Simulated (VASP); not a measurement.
# SiNi (Pnma) in VASP: single point with PBE

Aim: the single point of SiNi with PBE.

Everything below comes from runs of VASP 6.6.1. Logs are shortened: lines on timing, memory, paths and dates and some standing lists are left out, and cuts for length are marked.

## Step 1: The cell of the first run

Symmetry: Pnma, No. 62, orthorhombic system. The conventional cell has a = 5.138 Å, b = 3.397 Å, c = 5.599 Å, α = 90.00°, β = 90.00°, γ = 90.00°. Si (site symmetry m) has 6 Ni at 2.29 to 2.41 Å and 2 Si at 2.68 Å within 3.0 Å. Ni (site symmetry m) has 6 Si at 2.29 to 2.41 Å and 4 Ni at 2.66 to 2.71 Å within 3.0 Å.

## Step 2: Single point, PBE

Contents of INCAR:

```
PREC = Accurate
ENCUT = 520
EDIFF = 1E-6
ISMEAR = 1
SIGMA = 0.1
LREAL = Auto
LASPH = True
NELM = 60
ALGO = Normal
ISIF = 2
LWAVE = False
LCHARG = False
GGA = PE
NBANDS = 134
```

Contents of KPOINTS:

```
regular mesh
0
Gamma
  2 2 2
```

Contents of POSCAR:

```
SiNi
1.0
   -5.1384089322      3.3970617458      5.5985038682
    5.1384089322     -3.3970617458      5.5985038682
    5.1384089322      3.3970617458     -5.5985038682
Si Ni
16 16
Direct
    0.1679189622      0.2033717858      0.7854528236
    0.1679189622      0.7033717858      0.2854528236
    0.6679189622      0.2033717858      0.2854528236
    0.6679189622      0.7033717858      0.7854528236
    0.3320810378      0.2966282142      0.2145471764
    0.3320810378      0.7966282142      0.7145471764
    0.8320810378      0.2966282142      0.7145471764
    0.8320810378      0.7966282142      0.2145471764
    0.3320810378      0.1175338614      0.5354528236
    0.3320810378      0.6175338614      0.0354528236
    0.8320810378      0.1175338614      0.0354528236
    0.8320810378      0.6175338614      0.5354528236
    0.1679189622      0.3824661386      0.4645471764
    0.1679189622      0.8824661386      0.9645471764
    0.6679189622      0.3824661386      0.9645471764
    0.6679189622      0.8824661386      0.4645471764
    0.4692867009      0.0984900663      0.8792033654
    0.4692867009      0.5984900663      0.3792033654
    0.9692867009      0.0984900663      0.3792033654
    0.9692867009      0.5984900663      0.8792033654
    0.0307132991      0.4015099337      0.1207966346
    0.0307132991      0.9015099337      0.6207966346
    0.5307132991      0.4015099337      0.6207966346
    0.5307132991      0.9015099337      0.1207966346
    0.0307132991      0.4099166646      0.6292033654
    0.0307132991      0.9099166646      0.1292033654
    0.5307132991      0.4099166646      0.1292033654
    0.5307132991      0.9099166646      0.6292033654
    0.4692867009      0.0900833354      0.3707966346
    0.4692867009      0.5900833354      0.8707966346
    0.9692867009      0.0900833354      0.8707966346
    0.9692867009      0.5900833354      0.3707966346
```

Potentials or basis: VASP PAW PBE potentials, release 64 (Si, Ni).

Run with:

```
cat potpaw_PBE.64/Si/POTCAR potpaw_PBE.64/Ni/POTCAR > POTCAR
mpirun -np 1 vasp_std > vasp.out
```

OUTCAR:

```text
PREC = Accurate
   ENCUT = 520
   EDIFF = 1E-6
   ISMEAR = 1
   LREAL = Auto
   LASPH = True
   NELM = 60
   ISIF = 2
   GGA = PE

 ion  position               nearest neighbor table
   1  0.168  0.203  0.785-  22 2.29  27 2.33  25 2.33  31 2.39  19 2.41  17 2.41   7 2.68   5 2.68

   2  0.168  0.703  0.285-  21 2.29  28 2.33  26 2.33  32 2.39  20 2.41  18 2.41   8 2.68   6 2.68

   3  0.668  0.203  0.285-  24 2.29  25 2.33  27 2.33  29 2.39  17 2.41  19 2.41   5 2.68   7 2.68
[... 45 lines left out ...]
  26  0.031  0.910  0.129-  14 2.29   4 2.33   2 2.33   8 2.39  11 2.41   9 2.41  19 2.66  20 2.66
                            31 2.71  29 2.71
  27  0.531  0.410  0.129-  15 2.29   1 2.33   3 2.33   5 2.39  10 2.41  12 2.41  18 2.66  17 2.66
                            30 2.71  32 2.71
  28  0.531  0.910  0.629-  16 2.29   2 2.33   4 2.33   6 2.39   9 2.41  11 2.41  17 2.66  18 2.66
                            29 2.71  31 2.71
  29  0.469  0.090  0.371-   9 2.29   7 2.33   5 2.33   3 2.39  16 2.41  14 2.41  24 2.66  23 2.66
                            28 2.71  26 2.71
  30  0.469  0.590  0.871-  10 2.29   8 2.33   6 2.33   4 2.39  15 2.41  13 2.41  23 2.66  24 2.66
                            27 2.71  25 2.71
  31  0.969  0.090  0.871-  11 2.29   5 2.33   7 2.33   1 2.39  14 2.41  16 2.41  22 2.66  21 2.66
                            26 2.71  28 2.71
  32  0.969  0.590  0.371-  12 2.29   6 2.33   8 2.33   2 2.39  13 2.41  15 2.41  21 2.66  22 2.66
                            25 2.71  27 2.71

  LATTYP: Found a body centered orthorhombic cell.
 ALAT       =     6.7941234916
 B/A-ratio  =     1.5126039256
 C/A-ratio  =     1.6480430110

  Lattice vectors:

 A1 = (   5.1384089322,   3.3970617458,   5.5985038682)
 A2 = (  -5.1384089322,  -3.3970617458,   5.5985038682)
 A3 = (   5.1384089322,  -3.3970617458,  -5.5985038682)

Analysis of symmetry for initial positions (statically):
=====================================================================
 Subroutine PRICEL returns following result:

  LATTYP: Found a simple orthorhombic cell.
 ALAT       =     3.3970617458
 B/A-ratio  =     1.5126039256
 C/A-ratio  =     1.6480430110

  Lattice vectors:

 A1 = (   0.0000000000,   3.3970617458,   0.0000000000)
 A2 = (   5.1384089322,   0.0000000000,   0.0000000000)
 A3 = (   0.0000000000,   0.0000000000,  -5.5985038682)

   4 primitive cells build up your supercell.

 Routine SETGRP: Setting up the symmetry group for a
 body centered orthorhombic supercell.

 Subroutine GETGRP returns: Found  8 space group operations
 (whereof  2 operations were pure point group operations)
 out of a pool of  8 trial point group operations.

The static configuration has the point symmetry S_2 .
 The point group associated with its full space group is D_2h.

Analysis of symmetry for dynamics (positions and initial velocities):
=====================================================================
 Subroutine PRICEL returns following result:

  LATTYP: Found a simple orthorhombic cell.
 ALAT       =     3.3970617458
 B/A-ratio  =     1.5126039256
 C/A-ratio  =     1.6480430110

  Lattice vectors:

 A1 = (   0.0000000000,   3.3970617458,   0.0000000000)
 A2 = (   5.1384089322,   0.0000000000,   0.0000000000)
 A3 = (   0.0000000000,   0.0000000000,  -5.5985038682)

   4 primitive cells build up your supercell.

 Routine SETGRP: Setting up the symmetry group for a
 body centered orthorhombic supercell.

 Subroutine GETGRP returns: Found  8 space group operations
 (whereof  2 operations were pure point group operations)
 out of a pool of  8 trial point group operations.

The dynamic configuration has the point symmetry S_2 .
 The point group associated with its full space group is D_2h.

 Subroutine INISYM returns: Found  8 space group operations
 (whereof  2 operations are pure point group operations),
 and found     4 'primitive' translations

----------------------------------------------------------------------------------------

                                     Primitive cell

  volume of cell :      97.7246

  direct lattice vectors                    reciprocal lattice vectors
     0.000000000  3.397061746  0.000000000     0.000000000  0.294372041  0.000000000
     5.138408932  0.000000000  0.000000000     0.194612771  0.000000000  0.000000000
     0.000000000  0.000000000 -5.598503868     0.000000000  0.000000000 -0.178619150

  length of vectors
     3.397061746  5.138408932  5.598503868     0.294372041  0.194612771  0.178619150

  position of ions in fractional coordinates (direct lattice)
     0.750000000  0.820905647  0.414162076
     0.250000000  0.179094353  0.585837924
     0.750000000  0.320905647  0.085837924
     0.250000000  0.679094353  0.914162076
     0.250000000  0.508406731  0.311426598
     0.750000000  0.491593269  0.688573402
     0.250000000  0.008406731  0.188573402
     0.750000000  0.991593269  0.811426598

  ion indices of the primitive-cell ions
   primitive index   ion index
                 1           1
                 2           7
                 3           9
                 4          13
                 5          17
                 6          22
                 7          25
                 8          31

----------------------------------------------------------------------------------------

 KPOINTS: regular mesh

Automatic generation of k-mesh.
 Grid dimensions read from file:
 generate k-points for:    2    2    2

 Generating k-lattice:

  Cartesian coordinates                     Fractional coordinates (reciprocal lattice)
     0.000000000  0.073593010  0.044654787     0.500000000 -0.000000000  0.000000000
     0.048653193  0.000000000  0.044654787    -0.000000000  0.500000000  0.000000000
     0.048653193  0.073593010  0.000000000     0.000000000  0.000000000  0.500000000

  Length of vectors
     0.086081248  0.066039255  0.088221677

  Shift w.r.t. Gamma in fractional coordinates (k-lattice)
     0.000000000  0.000000000  0.000000000

 Subroutine IBZKPT returns following result:
 ===========================================

 Found      5 irreducible k-points:

 Following reciprocal coordinates:
            Coordinates               Weight
  0.000000  0.000000  0.000000      1.000000
  0.500000  0.000000 -0.000000      2.000000
  0.000000  0.500000 -0.000000      2.000000
  0.500000  0.500000 -0.000000      2.000000
  0.500000  0.500000  0.500000      1.000000
   k-points           NKPTS =      5   k-points in BZ     NKDIM =      5   number of bands    NBANDS=    134
   number of dos      NEDOS =    301   number of ions     NIONS =     32
   total plane-waves  NPLWV = 262144
   dimension x,y,z NGX =    64 NGY =   64 NGZ =   64
   dimension x,y,z NGXF=   128 NGYF=  128 NGZF=  128
   ions per type =              16  16
   NGX,Y,Z   is equivalent  to a cutoff of  12.78, 12.78, 12.78 a.u.
   NGXF,Y,Z  is equivalent  to a cutoff of  25.56, 25.56, 25.56 a.u.
 SYSTEM =  unknown system
   PREC   = accura    normal or accurate (medium, high low for compatibility)
   ISTART =      0    job   : 0-new  1-cont  2-samecut
   ICHARG =      2    charge: 1-file 2-atom 10-const
   ISPIN  =      1    spin polarized calculation?
   LNONCOLLINEAR =      F non collinear calculations
   LSORBIT =      F    spin-orbit coupling
   LASPH  =      T    aspherical Exc in radial PAW
   ENCUT  =  520.0 eV  38.22 Ry    6.18 a.u.  15.48 15.48 15.48*2*pi/ulx,y,z
   NELM   =     60;   NELMIN=  2; NELMDL= -5     # of ELM steps
   EDIFF  = 0.1E-05   stopping-criterion for ELM
   LREAL  =      T    real-space projection
   EDIFFG = 0.1E-04   stopping-criterion for IOM
   NSW    =      0    number of steps for IOM
[... 5 lines left out ...]
   TEBEG  =    0.0;   TEEND  =   0.0 temperature during run
   PSTRESS=    0.0 pullay stress
   NELECT =     224.0000    total number of electrons
   NUPDOWN=      -1.0000    fix difference up-down
   EMIN   =  10.00;   EMAX   =-10.00  energy-range for DOS
   EFERMI =   0.00;   METHOD = LEGACY
   ISMEAR =     1;   SIGMA  =   0.10  broadening in eV -4-tet -1-fermi 0-gaus
   EFERMI_NEDOS =   21; number of points for ismear=-14 and -15
   IALGO  =     38    algorithm
   IMIX   =      4    mixing-type and parameters
     AMIX     =   0.40;   BMIX     =  1.00
     AMIX_MAG =   1.60;   BMIX_MAG =  1.00
  volume/ion in A,a.u.               =      12.22        82.43
  Fermi-wavevector in a.u.,A,eV,Ry     =   1.359783  2.569617 25.157291  1.849009
  Thomas-Fermi vector in A             =   2.486501
   LORBIT       =      0    0 simple, 1 ext, 2 COOP (PROOUT), +10 PAW based schemes
   GGA     = PE    functional components
   LHFCALC =     F    Hartree Fock is set to
   AEXX    =    0.0000 exact exchange contribution
   IVDW    =     0    specifies the selected vdW correction
   LEPSILON=     F    determine dielectric tensor
   LRPA    =     F    only Hartree local field effects (RPA)
 non-spin polarized calculation
 Methfessel and Paxton  Order N= 1 SIGMA  =   0.10
  energy-cutoff  :      520.00
  volume of cell :      390.90
 maximum number of plane-waves:     10543
 NGX is ok and might be reduce to    64
   NGX = 31   NGY = 31   NGZ = 31

 number of electron     224.0000024 magnetization

 Free energy of the ion-electron system (eV)
  ---------------------------------------------------
  ext. energy  EPLUGINS =         0.00000000
  ---------------------------------------------------
  free energy    TOTEN  =      -190.32896782 eV

  energy without entropy =     -190.31230602  energy(sigma->0) =     -190.32341388

 E-fermi :  10.1139     XC(G=0): -12.1703

 val. band max:       10.0960975230   @ k =   0.5000   0.5000   0.5000
 cond. band min:      10.4117196299   @ k =   0.0000   0.5000  -0.0000
 fundamental gap:      0.3156221069
 Fermi energy:        10.1139218437

 k-point     1 :       0.0000    0.0000    0.0000
  band No.  band energies     occupation
      1      -2.6123      2.00000
      2      -0.7203      2.00000
      3      -0.7203      2.00000
      4       0.5799      2.00000
      5       0.5799      2.00000
      6       0.7705      2.00000
[... 624 lines left out ...]
    123      12.8360      0.00000
    124      12.8360      0.00000
 [bands above 124 left out]

------------------------ aborting loop because EDIFF is reached ----------------------------------------

  FORCE on cell =-STRESS in cart. coord.  units (eV):
  Direction    XX          YY          ZZ          XY          YZ          ZX
  --------------------------------------------------------------------------------------
  -------------------------------------------------------------------------------------
  Total        7.1677101     -5.9152607     -0.3903603      0.0000000      0.0000000      0.0000000
  in kB       29.3783184    -24.2448998     -1.5999713      0.0000000      0.0000000      0.0000000
  external PRESSURE =       1.1778158 kB  Pullay stress =       0.0000000 kB

 VOLUME and BASIS-vectors are now :
 -----------------------------------------------------------------------------
  energy-cutoff  :      520.00
  volume of cell :      390.90
      direct lattice vectors                 reciprocal lattice vectors
    -5.138408932  3.397061746  5.598503868     0.000000000  0.147186021  0.089309575
     5.138408932 -3.397061746  5.598503868     0.097306385  0.000000000  0.089309575
     5.138408932  3.397061746 -5.598503868     0.097306385  0.147186021  0.000000000

 POSITION                                       TOTAL-FORCE (eV/Angst)
 -----------------------------------------------------------------------------------
      4.21815      2.54780     -2.31869        -0.022640     -0.000000      0.008282
      4.21815     -0.84927      3.27982        -0.022640     -0.000000      0.008282
     -0.92026      2.54780      3.27982        -0.022640     -0.000000      0.008282
      4.21815      2.54780      3.27982        -0.022640     -0.000000      0.008282
      0.92026      0.84927      2.31869         0.022640     -0.000000     -0.008282
      6.05867      0.84927      2.31869         0.022640     -0.000000     -0.008282
[... 24 lines left out ...]
     -0.04320      5.94486      1.05573        -0.020455      0.000000     -0.104676
     -0.04320      2.54780      6.65423        -0.020455      0.000000     -0.104676
 -----------------------------------------------------------------------------------
    total drift:                               -0.000000     -0.000000      0.000000

  FREE ENERGIE OF THE ION-ELECTRON SYSTEM (eV)
  ---------------------------------------------------
  free  energy   TOTEN  =      -190.3289678161 eV

  energy  without entropy=     -190.3123060187  energy(sigma->0) =     -190.32341388
```

Wall time 13 min (1 thread of AMD EPYC 7R43 (Zen 3), shared host); peak memory 0.6 GiB.

Results:

```
Free energy            : -190.3290 eV
Pressure               : 0.1 GPa
Largest force          : 0.107 eV/Å
Band gap on the k mesh : zero (bands 112 and 113 overlap by 0.42 eV)
```

Forces in eV/Å, atoms in the order of the input:
```
Si  -0.023  0.000  0.008
Si  -0.023  0.000  0.008
Si  -0.023  0.000  0.008
Si  -0.023  0.000  0.008
Si   0.023  0.000 -0.008
Si   0.023  0.000 -0.008
Si   0.023  0.000 -0.008
Si   0.023  0.000 -0.008
Si  -0.023  0.000 -0.008
Si  -0.023  0.000 -0.008
Si  -0.023  0.000 -0.008
Si  -0.023  0.000 -0.008
Si   0.023  0.000  0.008
Si   0.023  0.000  0.008
Si   0.023  0.000  0.008
Si   0.023  0.000  0.008
Ni   0.020  0.000 -0.105
Ni   0.020  0.000 -0.105
Ni   0.020  0.000 -0.105
Ni   0.020  0.000 -0.105
Ni  -0.020  0.000  0.105
Ni  -0.020  0.000  0.105
Ni  -0.020  0.000  0.105
Ni  -0.020  0.000  0.105
Ni   0.020  0.000  0.105
Ni   0.020  0.000  0.105
Ni   0.020  0.000  0.105
Ni   0.020  0.000  0.105
Ni  -0.020  0.000 -0.105
Ni  -0.020  0.000 -0.105
Ni  -0.020  0.000 -0.105
Ni  -0.020  0.000 -0.105
```

Levels at points of the mesh, in eV from the Fermi level:
```
           k point  band 110  band 111  band 112  band 113  band 114  band 115
(0.00, 0.00, 0.00)     -0.71      0.38      0.38      0.63      0.63      0.63
(0.50, 0.00, 0.00)     -0.39     -0.39     -0.39     -0.04     -0.04      0.84
(0.00, 0.50, 0.00)     -0.29      0.30      0.30      0.56      0.56      0.56
(0.50, 0.50, 0.00)     -0.30     -0.16     -0.16     -0.04     -0.04      0.59
(0.50, 0.50, 0.50)     -0.40     -0.02     -0.02      1.02      1.02      1.19
```

Caveat: the k points lie up to 0.54 Å⁻¹ apart.

The gap in the log of VASP goes by the Fermi energy; the results here count the filled bands.